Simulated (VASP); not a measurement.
# LiCl (Fm-3m) in VASP: further runs, part 2 of 2

VASP 6.6.1. Earlier steps stand in the parts before.

## 3. Single point, PBE

This run uses another cell than the first one, of 16.82 Å³/atom, 0.985 times its volume.

INCAR

```
ALGO     = Normal         # electronic algorithm
EDIFF    = 1E-6           # SCF threshold, eV
ENCUT    = 750            # plane-wave cutoff, eV
GGA      = PE             # functional
GGA_COMPAT= F            
ISIF     = 2              # what is computed and relaxed
ISMEAR   = -1             # smearing method
LASPH    = T              # aspherical terms in the spheres
LCHARG   = T              # write CHGCAR
LELF     = T              # ELF
LREAL    = F              # projectors in reciprocal space
LVHAR    = T            
LWAVE    = F              # write WAVECAR
NBANDS   = 12             # bands
NELM     = 120            # most SCF steps
PREC     = Accurate       # precision mode
SIGMA    = 0.02           # smearing width, eV
```

KPOINTS

```
k-points
0
Gamma
  8 8 8
```

POSCAR

```
LiCl
1.0
    0.0000000000      2.5621937912      2.5621937912
    2.5621937912      0.0000000000      2.5621937912
    2.5621937912      2.5621937912      0.0000000000
Li Cl
1 1
Direct
    0.0000000000      0.0000000000      0.0000000000
    0.5000000000      0.5000000000      0.5000000000
```

Potentials or basis: VASP PAW PBE potentials, release 64 (Li_sv, Cl).

Launch:

```bash
> cat potpaw_PBE.64/Li_sv/POTCAR potpaw_PBE.64/Cl/POTCAR > POTCAR
> mpirun -np 1 vasp_std > vasp.out
```

OUTCAR:

```text
EDIFF = 1E-6
   ENCUT = 750
   GGA = PE
   ISIF = 2
   ISMEAR = -1
   LASPH = T
   LREAL = F
   NELM = 120
   PREC = Accurate

 ion  position               nearest neighbor table
   1  0.000  0.000  0.000-   2 2.56   2 2.56   2 2.56   2 2.56   2 2.56   2 2.56
   2  0.500  0.500  0.500-   1 2.56   1 2.56   1 2.56   1 2.56   1 2.56   1 2.56

  LATTYP: Found a face centered cubic cell.
 ALAT       =     5.1243875824

  Lattice vectors:

 A1 = (   0.0000000000,   2.5621937912,   2.5621937912)
 A2 = (   2.5621937912,   0.0000000000,   2.5621937912)
 A3 = (   2.5621937912,   2.5621937912,   0.0000000000)

Analysis of symmetry for initial positions (statically):
=====================================================================
 Subroutine PRICEL returns:
 Original cell was already a primitive cell.

 Routine SETGRP: Setting up the symmetry group for a
 face centered cubic supercell.

 Subroutine GETGRP returns: Found 48 space group operations
 (whereof 48 operations were pure point group operations)
 out of a pool of 48 trial point group operations.

The static configuration has the point symmetry O_h .

Analysis of symmetry for dynamics (positions and initial velocities):
=====================================================================
 Subroutine PRICEL returns:
 Original cell was already a primitive cell.

 Routine SETGRP: Setting up the symmetry group for a
 face centered cubic supercell.

 Subroutine GETGRP returns: Found 48 space group operations
 (whereof 48 operations were pure point group operations)
 out of a pool of 48 trial point group operations.

The dynamic configuration has the point symmetry O_h .

 Subroutine INISYM returns: Found 48 space group operations
 (whereof 48 operations are pure point group operations),
 and found     1 'primitive' translations

----------------------------------------------------------------------------------------

                                     Primitive cell

  volume of cell :      33.6408

  direct lattice vectors                    reciprocal lattice vectors
     0.000000000  2.562193791  2.562193791    -0.195145270  0.195145270  0.195145270
     2.562193791  0.000000000  2.562193791     0.195145270 -0.195145270  0.195145270
     2.562193791  2.562193791  0.000000000     0.195145270  0.195145270 -0.195145270

  length of vectors
     3.623489209  3.623489209  3.623489209     0.338001523  0.338001523  0.338001523

  position of ions in fractional coordinates (direct lattice)
     0.000000000  0.000000000  0.000000000
     0.500000000  0.500000000  0.500000000

  ion indices of the primitive-cell ions
   primitive index   ion index
                 1           1
                 2           2

----------------------------------------------------------------------------------------

 KPOINTS: k-points

Automatic generation of k-mesh.
 Grid dimensions read from file:
 generate k-points for:    8    8    8

 Generating k-lattice:

  Cartesian coordinates                     Fractional coordinates (reciprocal lattice)
    -0.024393159  0.024393159  0.024393159     0.125000000  0.000000000  0.000000000
     0.024393159 -0.024393159  0.024393159     0.000000000  0.125000000  0.000000000
     0.024393159  0.024393159 -0.024393159     0.000000000  0.000000000  0.125000000

  Length of vectors
     0.042250190  0.042250190  0.042250190

  Shift w.r.t. Gamma in fractional coordinates (k-lattice)
     0.000000000  0.000000000  0.000000000

 Subroutine IBZKPT returns following result:
 ===========================================

 Found     29 irreducible k-points:

 Following reciprocal coordinates:
            Coordinates               Weight
  0.000000  0.000000  0.000000      1.000000
  0.125000  0.000000  0.000000      8.000000
  0.250000  0.000000  0.000000      8.000000
  0.375000  0.000000  0.000000      8.000000
  0.500000  0.000000  0.000000      4.000000
  0.125000  0.125000  0.000000      6.000000
[... 16 lines left out ...]
  0.500000  0.250000  0.125000     48.000000
 -0.375000  0.250000  0.125000     24.000000
 [... further k-points ...]
   k-points           NKPTS =     29   k-points in BZ     NKDIM =     29   number of bands    NBANDS=     12
   number of dos      NEDOS =    301   number of ions     NIONS =      2
   total plane-waves  NPLWV =  32768
   dimension x,y,z NGX =    32 NGY =   32 NGZ =   32
   dimension x,y,z NGXF=    64 NGYF=   64 NGZF=   64
   ions per type =               1   1
   NGX,Y,Z   is equivalent  to a cutoff of  14.68, 14.68, 14.68 a.u.
   NGXF,Y,Z  is equivalent  to a cutoff of  29.36, 29.36, 29.36 a.u.
 SYSTEM =  unknown system
   PREC   = accura    normal or accurate (medium, high low for compatibility)
   ISTART =      0    job   : 0-new  1-cont  2-samecut
   ICHARG =      2    charge: 1-file 2-atom 10-const
   ISPIN  =      1    spin polarized calculation?
   LNONCOLLINEAR =      F non collinear calculations
   LSORBIT =      F    spin-orbit coupling
   LASPH  =      T    aspherical Exc in radial PAW
   ENCUT  =  750.0 eV  55.12 Ry    7.42 a.u.   8.09  8.09  8.09*2*pi/ulx,y,z
   NELM   =    120;   NELMIN=  2; NELMDL= -5     # of ELM steps
   EDIFF  = 0.1E-05   stopping-criterion for ELM
   LREAL  =      F    real-space projection
   EDIFFG = 0.1E-04   stopping-criterion for IOM
   NSW    =      0    number of steps for IOM
   IBRION =     -1    ionic relax: 0-MD 1-quasi-New 2-CG
   NFREE  =      0    steps in history (QN), initial steepest desc. (CG)
   ISIF   =      2    stress and relaxation
   ISYM   =      2    0-nonsym 1-usesym 2-fastsym
   POTIM  = 0.5000    time-step for ionic-motion
   TEBEG  =    0.0;   TEEND  =   0.0 temperature during run
   PSTRESS=    0.0 pullay stress
   NELECT =      10.0000    total number of electrons
   NUPDOWN=      -1.0000    fix difference up-down
   EMIN   =  10.00;   EMAX   =-10.00  energy-range for DOS
   EFERMI =   0.00;   METHOD = LEGACY
   ISMEAR =    -1;   SIGMA  =   0.02  broadening in eV -4-tet -1-fermi 0-gaus
   EFERMI_NEDOS =   21; number of points for ismear=-14 and -15
   IALGO  =     38    algorithm
   IMIX   =      4    mixing-type and parameters
     AMIX     =   0.40;   BMIX     =  1.00
     AMIX_MAG =   1.60;   BMIX_MAG =  1.00
  volume/ion in A,a.u.               =      16.82       113.51
  Fermi-wavevector in a.u.,A,eV,Ry     =   1.092579  2.064675 16.241668  1.193729
  Thomas-Fermi vector in A             =   2.228847
   LORBIT       =      0    0 simple, 1 ext, 2 COOP (PROOUT), +10 PAW based schemes
   GGA     = PE    functional components
   LHFCALC =     F    Hartree Fock is set to
   AEXX    =    0.0000 exact exchange contribution
   IVDW    =     0    specifies the selected vdW correction
   LEPSILON=     F    determine dielectric tensor
   LRPA    =     F    only Hartree local field effects (RPA)
 non-spin polarized calculation
  energy-cutoff  :      750.00
  volume of cell :       33.64
 maximum number of plane-waves:      1588
   NGX = 17   NGY = 17   NGZ = 17

 number of electron      10.0000002 magnetization

 Free energy of the ion-electron system (eV)
  ---------------------------------------------------
  ext. energy  EPLUGINS =         0.00000000
  ---------------------------------------------------
  free energy    TOTEN  =        -7.38313102 eV

  energy without entropy =       -7.38313102  energy(sigma->0) =       -7.38313102

 E-fermi :   1.2010     XC(G=0):  -8.7436

 val. band max:        0.6009433589   @ k =   0.0000   0.0000   0.0000
 cond. band min:       6.9533584903   @ k =   0.0000   0.0000   0.0000
 fundamental gap:      6.3524151314
 Fermi energy:         1.2010099208

 k-point     1 :       0.0000    0.0000    0.0000
  band No.  band energies     occupation
      1     -42.9075      2.00000
      2     -12.8066      2.00000
      3       0.6009      2.00000
      4       0.6009      2.00000
      5       0.6009      2.00000
      6       6.9534      0.00000
      7      12.5426      0.00000
      8      12.5426      0.00000
      9      12.5426      0.00000
     10      15.1499      0.00000
     11      15.1501      0.00000
     12      15.1515      0.00000
[... 331 lines left out ...]
 k-point    24 :      -0.3750    0.2500    0.1250
  band No.  band energies     occupation
      1     -42.9044      2.00000
      2     -12.1174      2.00000
      3      -1.9528      2.00000
      4      -0.7081      2.00000
      5       0.0201      2.00000
      6       8.8228      0.00000
      7       9.9279      0.00000
      8      11.1576      0.00000
      9      12.3744      0.00000
     10      16.1502      0.00000
     11      16.7474      0.00000
     12      18.8035      0.00000

 [... further k-points ...]
[... 5 lines left out ...]
  --------------------------------------------------------------------------------------
  -------------------------------------------------------------------------------------
  Total        0.0872100      0.0872100      0.0872100     -0.0000000     -0.0000000      0.0000000
  in kB        4.1534694      4.1534694      4.1534694     -0.0000000     -0.0000000      0.0000000
  external PRESSURE =       4.1534694 kB  Pullay stress =       0.0000000 kB

 VOLUME and BASIS-vectors are now :
 -----------------------------------------------------------------------------
  energy-cutoff  :      750.00
  volume of cell :       33.64
      direct lattice vectors                 reciprocal lattice vectors
     0.000000000  2.562193791  2.562193791    -0.195145270  0.195145270  0.195145270
     2.562193791  0.000000000  2.562193791     0.195145270 -0.195145270  0.195145270
     2.562193791  2.562193791  0.000000000     0.195145270  0.195145270 -0.195145270

 POSITION                                       TOTAL-FORCE (eV/Angst)
 -----------------------------------------------------------------------------------
      0.00000      0.00000      0.00000        -0.000000     -0.000000      0.000000
      2.56219      2.56219      2.56219         0.000000      0.000000      0.000000
 -----------------------------------------------------------------------------------
    total drift:                               -0.000000     -0.000000      0.000000

  FREE ENERGIE OF THE ION-ELECTRON SYSTEM (eV)
  ---------------------------------------------------
  free  energy   TOTEN  =        -7.3831310193 eV

  energy  without entropy=       -7.3831310193  energy(sigma->0) =       -7.38313102
```

Run time: 30 s. Hardware: 1 thread of Intel Xeon 8259CL, shared host; peak memory 0.17 GiB.

What came out:

```
Free energy            : -7.3831 eV
Pressure               : 0.4 GPa
Band gap on the k mesh : 6.35 eV, direct
```

Levels at points of the mesh, in eV from the valence-band top:
| k point | band 3 | band 4 | band 5 | band 6 | band 7 | band 8 |
| --- | --- | --- | --- | --- | --- | --- |
| (0.00, 0.00, 0.00) | 0.00 | 0.00 | 0.00 | 6.35 | 11.94 | 11.94 |
| (0.50, 0.00, 0.00) | -2.83 | -0.26 | -0.26 | 6.76 | 9.50 | 9.50 |
| (0.50, 0.50, 0.00) | -2.91 | -1.11 | -1.11 | 7.88 | 8.29 | 12.47 |

A k mesh can miss the band edges. As with any semilocal functional, this PBE gap is likely too small.

## 4. Single point, PBE

INCAR

```
PREC     = Accurate       # precision mode
ENCUT    = 750            # plane-wave cutoff, eV
EDIFF    = 1E-6           # SCF threshold, eV
ISMEAR   = -1             # smearing method
SIGMA    = 0.02           # smearing width, eV
LREAL    = F              # projectors in reciprocal space
LASPH    = T              # aspherical terms in the spheres
NELM     = 120            # most SCF steps
ALGO     = Normal         # electronic algorithm
ISIF     = 2              # what is computed and relaxed
LWAVE    = F              # write WAVECAR
LCHARG   = T              # write CHGCAR
GGA      = PE             # functional
LELF     = T              # ELF
LVHAR    = T            
NBANDS   = 12             # bands
GGA_COMPAT= F
```

KPOINTS

```
regular mesh
0
Gamma
  8 8 8
```

POSCAR

```
LiCl
1.0
    0.0000000000      2.5751343834      2.5751343834
    2.5751343834      0.0000000000      2.5751343834
    2.5751343834      2.5751343834      0.0000000000
Li Cl
1 1
Direct
    0.0000000000      0.0000000000      0.0000000000
    0.5000000000      0.5000000000      0.5000000000
```

Launch:

```bash
> cat potpaw_PBE.64/Li_sv/POTCAR potpaw_PBE.64/Cl/POTCAR > POTCAR
> mpirun -np 1 vasp_std > vasp.out
```

Run time: 39 s. Hardware: 1 thread of Intel Xeon 8259CL, shared host; peak memory 0.2 GiB.

It converged, with:

* Free energy: -7.3838 eV
* Pressure: -0.1 GPa
* Band gap on the k mesh: 6.26 eV, direct

Levels at points of the mesh, in eV from the valence-band top:
```csv
k point,band 2,band 3,band 4,band 5,band 6,band 7,band 8,band 9
"(0.00, 0.00, 0.00)",-13.36,0.00,0.00,0.00,6.26,11.93,11.93,11.93
"(0.50, 0.00, 0.00)",-12.80,-2.76,-0.25,-0.25,6.75,9.50,9.50,12.85
"(0.50, 0.50, 0.00)",-12.57,-2.84,-1.08,-1.08,7.85,8.31,12.34,14.03
```

## 5. Single point, PBE

This run uses another cell than the first one, of 17.33 Å³/atom, 1.015 times its volume.

INCAR

```
SYSTEM = LiCl
PREC     = Accurate       ! precision mode
ENCUT    = 750            ! plane-wave cutoff, eV
EDIFF    = 1E-6           ! SCF threshold, eV
ISMEAR   = -1             ! smearing method
SIGMA    = 0.02           ! smearing width, eV
LREAL    = .False.        ! projectors in reciprocal space
LASPH    = .True.         ! aspherical terms in the spheres
NELM     = 120            ! most SCF steps
ALGO     = Normal         ! electronic algorithm
ISIF     = 2              ! what is computed and relaxed
LWAVE    = .False.        ! write WAVECAR
LCHARG   = .False.        ! write CHGCAR
GGA      = PE             ! functional
NBANDS   = 12             ! bands
GGA_COMPAT= .False.
```

KPOINTS

```
Automatic mesh
0
Gamma
  8 8 8
  0 0 0
```

POSCAR

```
LiCl
1.0
    0.0000000000      2.5879462081      2.5879462081
    2.5879462081      0.0000000000      2.5879462081
    2.5879462081      2.5879462081      0.0000000000
Li Cl
1 1
Direct
    0.0000000000      0.0000000000      0.0000000000
    0.5000000000      0.5000000000      0.5000000000
```

Launch:

```bash
> cat potpaw_PBE.64/Li_sv/POTCAR potpaw_PBE.64/Cl/POTCAR > POTCAR
> mpirun -np 1 vasp_std > vasp.out
```

It took 36 s on 1 thread of Intel Xeon 8259CL, shared host; peak memory 0.19 GiB.

It converged, with:

```yaml
Free_energy: -7.3829 eV
Pressure: -0.5 GPa
Band_gap_on_the_k_mesh: 6.18 eV, direct
```

Levels at points of the mesh, in eV from the valence-band top:
```
           k point  band 1  band 2  band 3  band 4  band 5  band 6  band 7  band 8  band 9  band 10
(0.00, 0.00, 0.00)  -43.56  -13.30    0.00    0.00    0.00    6.18   11.92   11.92   11.92    14.37
(0.50, 0.00, 0.00)  -43.56  -12.77   -2.71   -0.24   -0.24    6.73    9.49    9.49   12.69    16.71
(0.50, 0.50, 0.00)  -43.56  -12.54   -2.77   -1.05   -1.05    7.81    8.33   12.21   13.91    13.91
```

A k mesh can miss the band edges.

## 6. Overview

| cell | gap on the mesh (eV) | pressure (GPa) |
| --- | --- | --- |
| a = 3.642 Å, angles 60.0°, 2 atoms | 6.26 | -0.1 |
| a = 3.623 Å, angles 60.0°, 2 atoms | 6.35 | 0.4 |
| a = 3.660 Å, angles 60.0°, 2 atoms | 6.18 | -0.5 |

Alike in all rows: task single point; level PBE; potentials or basis VASP PAW PBE potentials, release 64 (Li_sv, Cl); no spin polarisation; k mesh 8 × 8 × 8; cutoff (eV) 750; smearing fermi-dirac 0.02 eV.

Absolute energies hang on the potentials; compare differences alone.
